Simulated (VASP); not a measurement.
# KF in VASP: further runs

The runs below take KF through single point, with PBE.

Program: VASP 6.6.1. These are calculated values, not measurements. Logs are shortened: lines on timing, memory, paths and dates and some standing lists are left out, and cuts for length are marked.

## 1. The cell of the first run

It takes space group R3m (No. 160, trigonal). The conventional cell has a = 4.345 Å, b = 4.345 Å, c = 10.723 Å, α = 90.00°, β = 90.00°, γ = 120.00°. Within 3.5 Å of K (site symmetry 3m) lie 4 F at 2.67 Å. Within 3.5 Å of F (site symmetry 3m) lie 4 K at 2.67 Å.

## 2. Single point, PBE

The input, INCAR:

```
SYSTEM = KF
  ALGO = Normal
  EDIFF = 1E-6
  ENCUT = 520
  GGA = PE
  ISIF = 2
  ISMEAR = 0
  LASPH = .True.
  LCHARG = .False.
  LREAL = .False.
  LWAVE = .False.
  NBANDS = 15
  NELM = 100
  PREC = Accurate
  SIGMA = 0.1
```

The input, KPOINTS:

```
k-points
0
Gamma
  6 6 6
  0 0 0
```

The input, POSCAR:

```
KF
1.0
    2.1725000000      1.2542934600      3.5744442700
   -2.1725000000      1.2542934600      3.5744442700
    0.0000000000     -2.5085869200      3.5744442700
K F
1 1
Direct
    0.2487566200      0.2487566200      0.2487566200
    0.0000000000      0.0000000000      0.0000000000
```

Potentials or basis: VASP PAW PBE potentials, release 64 (K_sv, F).

On the command line:

```
$ cat potpaw_PBE.64/K_sv/POTCAR potpaw_PBE.64/F/POTCAR > POTCAR
$ mpirun -np 1 vasp_std > vasp.out
```

OUTCAR:

```text
SYSTEM = KF
   EDIFF = 1E-6
   ENCUT = 520
   GGA = PE
   ISIF = 2
   ISMEAR = 0
   LASPH = .True.
   LREAL = .False.
   NELM = 100
   PREC = Accurate

 ion  position               nearest neighbor table
   1  0.249  0.249  0.249-   2 2.67   2 2.67   2 2.67   2 2.67
   2  0.000  0.000  0.000-   1 2.67   1 2.67   1 2.67   1 2.67

  LATTYP: Found a trigonal (rhomboedric) cell.
 ALAT       =     4.3668822028
 COS(alpha) =     0.5049983893

  Lattice vectors:

 A1 = (   2.1725000000,   1.2542934600,   3.5744442700)
 A2 = (  -2.1725000000,   1.2542934600,   3.5744442700)
 A3 = (   0.0000000000,  -2.5085869200,   3.5744442700)

Analysis of symmetry for initial positions (statically):
=====================================================================
 Subroutine PRICEL returns:
 Original cell was already a primitive cell.

 Routine SETGRP: Setting up the symmetry group for a
 trigonal (rhombohedral) supercell.

 Subroutine GETGRP returns: Found  6 space group operations
 (whereof  6 operations were pure point group operations)
 out of a pool of 12 trial point group operations.

The static configuration has the point symmetry C_3v.

Analysis of symmetry for dynamics (positions and initial velocities):
=====================================================================
 Subroutine PRICEL returns:
 Original cell was already a primitive cell.

 Routine SETGRP: Setting up the symmetry group for a
 trigonal (rhombohedral) supercell.

 Subroutine GETGRP returns: Found  6 space group operations
 (whereof  6 operations were pure point group operations)
 out of a pool of 12 trial point group operations.

The dynamic configuration has the point symmetry C_3v.

 Subroutine INISYM returns: Found  6 space group operations
 (whereof  6 operations are pure point group operations),
 and found     1 'primitive' translations

----------------------------------------------------------------------------------------

                                     Primitive cell

  volume of cell :      58.4411

  direct lattice vectors                    reciprocal lattice vectors
     2.172500000  1.254293460  3.574444270     0.230149597  0.132876932  0.093254590
    -2.172500000  1.254293460  3.574444270    -0.230149597  0.132876932  0.093254590
     0.000000000 -2.508586920  3.574444270     0.000000000 -0.265753864  0.093254590

  length of vectors
     4.366882203  4.366882203  4.366882203     0.281640790  0.281640790  0.281640790

  position of ions in fractional coordinates (direct lattice)
     0.248756620  0.248756620  0.248756620
     0.000000000  0.000000000  0.000000000

  ion indices of the primitive-cell ions
   primitive index   ion index
                 1           1
                 2           2

----------------------------------------------------------------------------------------

 KPOINTS: k-points

Automatic generation of k-mesh.
 Grid dimensions read from file:
 generate k-points for:    6    6    6

 Generating k-lattice:

  Cartesian coordinates                     Fractional coordinates (reciprocal lattice)
     0.038358266  0.022146155  0.015542432     0.166666667 -0.000000000  0.000000000
    -0.038358266  0.022146155  0.015542432    -0.000000000  0.166666667  0.000000000
     0.000000000 -0.044292311  0.015542432     0.000000000  0.000000000  0.166666667

  Length of vectors
     0.046940132  0.046940132  0.046940132

  Shift w.r.t. Gamma in fractional coordinates (k-lattice)
     0.000000000  0.000000000  0.000000000

 Subroutine IBZKPT returns following result:
 ===========================================

 Found     32 irreducible k-points:

 Following reciprocal coordinates:
            Coordinates               Weight
  0.000000  0.000000  0.000000      1.000000
  0.166667  0.000000  0.000000      6.000000
  0.333333  0.000000  0.000000      6.000000
  0.500000  0.000000  0.000000      3.000000
  0.166667  0.166667  0.000000      6.000000
  0.333333  0.166667  0.000000     12.000000
[... 16 lines left out ...]
  0.500000  0.500000  0.166667      6.000000
 -0.333333  0.500000  0.166667     12.000000
 [... further k-points ...]
   k-points           NKPTS =     32   k-points in BZ     NKDIM =     32   number of bands    NBANDS=     15
   number of dos      NEDOS =    301   number of ions     NIONS =      2
   total plane-waves  NPLWV =  32768
   dimension x,y,z NGX =    32 NGY =   32 NGZ =   32
   dimension x,y,z NGXF=    64 NGYF=   64 NGZF=   64
   ions per type =               1   1
   NGX,Y,Z   is equivalent  to a cutoff of  12.18, 12.18, 12.18 a.u.
   NGXF,Y,Z  is equivalent  to a cutoff of  24.36, 24.36, 24.36 a.u.
 SYSTEM =  KF
   PREC   = accura    normal or accurate (medium, high low for compatibility)
   ISTART =      0    job   : 0-new  1-cont  2-samecut
   ICHARG =      2    charge: 1-file 2-atom 10-const
   ISPIN  =      1    spin polarized calculation?
   LNONCOLLINEAR =      F non collinear calculations
   LSORBIT =      F    spin-orbit coupling
   LASPH  =      T    aspherical Exc in radial PAW
   ENCUT  =  520.0 eV  38.22 Ry    6.18 a.u.   8.12  8.12  8.12*2*pi/ulx,y,z
   NELM   =    100;   NELMIN=  2; NELMDL= -5     # of ELM steps
   EDIFF  = 0.1E-05   stopping-criterion for ELM
   LREAL  =      F    real-space projection
   EDIFFG = 0.1E-04   stopping-criterion for IOM
   NSW    =      0    number of steps for IOM
   IBRION =     -1    ionic relax: 0-MD 1-quasi-New 2-CG
   NFREE  =      0    steps in history (QN), initial steepest desc. (CG)
   ISIF   =      2    stress and relaxation
   ISYM   =      2    0-nonsym 1-usesym 2-fastsym
   POTIM  = 0.5000    time-step for ionic-motion
   TEBEG  =    0.0;   TEEND  =   0.0 temperature during run
   PSTRESS=    0.0 pullay stress
   NELECT =      16.0000    total number of electrons
   NUPDOWN=      -1.0000    fix difference up-down
   EMIN   =  10.00;   EMAX   =-10.00  energy-range for DOS
   EFERMI =   0.00;   METHOD = LEGACY
   ISMEAR =     0;   SIGMA  =   0.10  broadening in eV -4-tet -1-fermi 0-gaus
   EFERMI_NEDOS =   21; number of points for ismear=-14 and -15
   IALGO  =     38    algorithm
   IMIX   =      4    mixing-type and parameters
     AMIX     =   0.40;   BMIX     =  1.00
     AMIX_MAG =   1.60;   BMIX_MAG =  1.00
  volume/ion in A,a.u.               =      29.22       197.19
  Fermi-wavevector in a.u.,A,eV,Ry     =   1.063021  2.008819 15.374774  1.130014
  Thomas-Fermi vector in A             =   2.198492
   LORBIT       =      0    0 simple, 1 ext, 2 COOP (PROOUT), +10 PAW based schemes
   GGA     = PE    functional components
   LHFCALC =     F    Hartree Fock is set to
   AEXX    =    0.0000 exact exchange contribution
   IVDW    =     0    specifies the selected vdW correction
   LEPSILON=     F    determine dielectric tensor
   LRPA    =     F    only Hartree local field effects (RPA)
 non-spin polarized calculation
 Gauss-broadening in eV      SIGMA  =   0.10
  energy-cutoff  :      520.00
  volume of cell :       58.44
 maximum number of plane-waves:      1588
   NGX = 17   NGY = 17   NGZ = 17

 number of electron      15.9999989 magnetization

 Free energy of the ion-electron system (eV)
  ---------------------------------------------------
  ext. energy  EPLUGINS =         0.00000000
  ---------------------------------------------------
  free energy    TOTEN  =        -8.10099758 eV

  energy without entropy =       -8.10099758  energy(sigma->0) =       -8.10099758

 E-fermi :  -3.3894     XC(G=0):  -6.4925

 val. band max:       -3.8778841105   @ k =   0.5000   0.5000   0.0000
 cond. band min:       0.8965092585   @ k =   0.0000   0.0000   0.0000
 fundamental gap:      4.7743933690
 Fermi energy:        -3.3894020529

 k-point     1 :       0.0000    0.0000    0.0000
  band No.  band energies     occupation
      1     -30.5232      2.00000
      2     -22.3274      2.00000
      3     -13.9554      2.00000
      4     -13.9554      2.00000
      5     -13.9543      2.00000
      6      -4.0009      2.00000
      7      -3.9939      2.00000
      8      -3.9939      2.00000
      9       0.8965      0.00000
     10       7.2874      0.00000
     11       7.2874      0.00000
     12       7.2949      0.00000
     13       7.3418      0.00000
     14       7.3418      0.00000
     15      11.6605      0.00000

 k-point     2 :       0.1667    0.0000    0.0000
  band No.  band energies     occupation
      1     -30.5184      2.00000
      2     -22.3376      2.00000
      3     -13.9735      2.00000
      4     -13.9627      2.00000
      5     -13.9615      2.00000
      6      -4.0423      2.00000
      7      -3.9851      2.00000
      8      -3.9803      2.00000
      9       1.3785      0.00000
     10       6.8564      0.00000
     11       6.8918      0.00000
     12       6.9128      0.00000
     13       7.6957      0.00000
     14       7.7100      0.00000
     15      10.3264      0.00000

 k-point     3 :       0.3333    0.0000    0.0000
  band No.  band energies     occupation
      1     -30.5087      2.00000
      2     -22.3573      2.00000
      3     -14.0111      2.00000
      4     -13.9772      2.00000
      5     -13.9755      2.00000
      6      -4.0942      2.00000
      7      -3.9566      2.00000
      8      -3.9542      2.00000
      9       2.5436      0.00000
     10       5.7228      0.00000
     11       6.5485      0.00000
     12       6.6135      0.00000
     13       8.1140      0.00000
     14       8.1360      0.00000
     15       9.2459      0.00000

 k-point     4 :       0.5000    0.0000    0.0000
  band No.  band energies     occupation
      1     -30.5038      2.00000
      2     -22.3669      2.00000
      3     -14.0304      2.00000
      4     -13.9844      2.00000
      5     -13.9825      2.00000
      6      -4.1025      2.00000
      7      -3.9430      2.00000
      8      -3.9418      2.00000
      9       3.6263      0.00000
     10       4.5947      0.00000
     11       6.4342      0.00000
     12       6.5118      0.00000
     13       8.3560      0.00000
     14       8.3836      0.00000
     15       9.1576      0.00000
[... 307 lines left out ...]
 k-point    22 :      -0.1667    0.3333    0.1667
  band No.  band energies     occupation
      1     -30.5023      2.00000
      2     -22.3703      2.00000
      3     -14.0501      2.00000
      4     -14.0031      2.00000
      5     -13.9522      2.00000
      6      -4.1126      2.00000
      7      -3.9583      2.00000
      8      -3.9140      2.00000
      9       3.2850      0.00000
     10       4.9612      0.00000
     11       6.4937      0.00000
     12       7.0378      0.00000
     13       8.1000      0.00000
     14       8.6661      0.00000
     15       9.4158      0.00000

 k-point    23 :       0.5000    0.5000    0.1667
  band No.  band energies     occupation
      1     -30.4993      2.00000
      2     -22.3772      2.00000
      3     -14.0488      2.00000
      4     -14.0164      2.00000
      5     -13.9572      2.00000
      6      -4.1614      2.00000
      7      -3.9167      2.00000
      8      -3.8929      2.00000
      9       3.6906      0.00000
     10       4.4721      0.00000
     11       6.8527      0.00000
     12       7.4880      0.00000
     13       8.3196      0.00000
     14       8.5405      0.00000
     15       9.0518      0.00000

 k-point    24 :      -0.3333    0.5000    0.1667
  band No.  band energies     occupation
      1     -30.4976      2.00000
      2     -22.3803      2.00000
      3     -14.0616      2.00000
      4     -14.0291      2.00000
      5     -13.9444      2.00000
      6      -4.1260      2.00000
      7      -3.9542      2.00000
      8      -3.8790      2.00000
      9       3.9921      0.00000
     10       4.3160      0.00000
     11       7.0747      0.00000
     12       7.2659      0.00000
     13       8.3772      0.00000
     14       8.6452      0.00000
     15       8.8227      0.00000

 [... further k-points ...]
[... 5 lines left out ...]
  --------------------------------------------------------------------------------------
  -------------------------------------------------------------------------------------
  Total       -0.6062056     -0.6062056     -0.6422484      0.0000000      0.0000000      0.0000000
  in kB      -16.6192633    -16.6192633    -17.6073872      0.0000000      0.0000000      0.0000000
  external PRESSURE =     -16.9486379 kB  Pullay stress =       0.0000000 kB

 VOLUME and BASIS-vectors are now :
 -----------------------------------------------------------------------------
  energy-cutoff  :      520.00
  volume of cell :       58.44
      direct lattice vectors                 reciprocal lattice vectors
     2.172500000  1.254293460  3.574444270     0.230149597  0.132876932  0.093254590
    -2.172500000  1.254293460  3.574444270    -0.230149597  0.132876932  0.093254590
     0.000000000 -2.508586920  3.574444270     0.000000000 -0.265753864  0.093254590

 POSITION                                       TOTAL-FORCE (eV/Angst)
 -----------------------------------------------------------------------------------
      0.00000      0.00000      2.66750         0.000000      0.000000      0.006852
      0.00000      0.00000      0.00000         0.000000      0.000000     -0.006852
 -----------------------------------------------------------------------------------
    total drift:                               -0.000000      0.000000     -0.000120

  FREE ENERGIE OF THE ION-ELECTRON SYSTEM (eV)
  ---------------------------------------------------
  free  energy   TOTEN  =        -8.1009975813 eV

  energy  without entropy=       -8.1009975813  energy(sigma->0) =       -8.10099758
```

Wall time 15 s (1 thread of AMD EPYC 9R45 (Zen 5), shared host); peak memory 0.15 GiB.

Results:

```
Free energy            : -8.1010 eV
Pressure               : -1.7 GPa
Largest force          : 0.007 eV/Å
Band gap on the k mesh : 4.77 eV (least direct gap 4.89 eV)
```

Forces in eV/Å, atoms in the order of the input:
```
K    0.000  0.000  0.007
F    0.000  0.000 -0.007
```

Levels at points of the mesh, in eV from the valence-band top:
```csv
k point,band 4,band 5,band 6,band 7,band 8,band 9,band 10,band 11,band 12,band 13
"(0.00, 0.00, 0.00)",-10.08,-10.08,-0.12,-0.12,-0.12,4.77,11.17,11.17,11.17,11.22
"(0.50, 0.00, 0.00)",-10.11,-10.10,-0.22,-0.07,-0.06,7.50,8.47,10.31,10.39,12.23
"(0.50, 0.50, 0.00)",-10.15,-10.10,-0.33,0.00,0.00,7.84,8.00,11.25,12.18,12.18
"(0.50, 0.50, 0.50)",-10.10,-10.10,-0.23,-0.06,-0.06,7.47,8.45,10.36,10.36,12.23
```

A k mesh can miss the band edges.

[end of part 1 of 2]
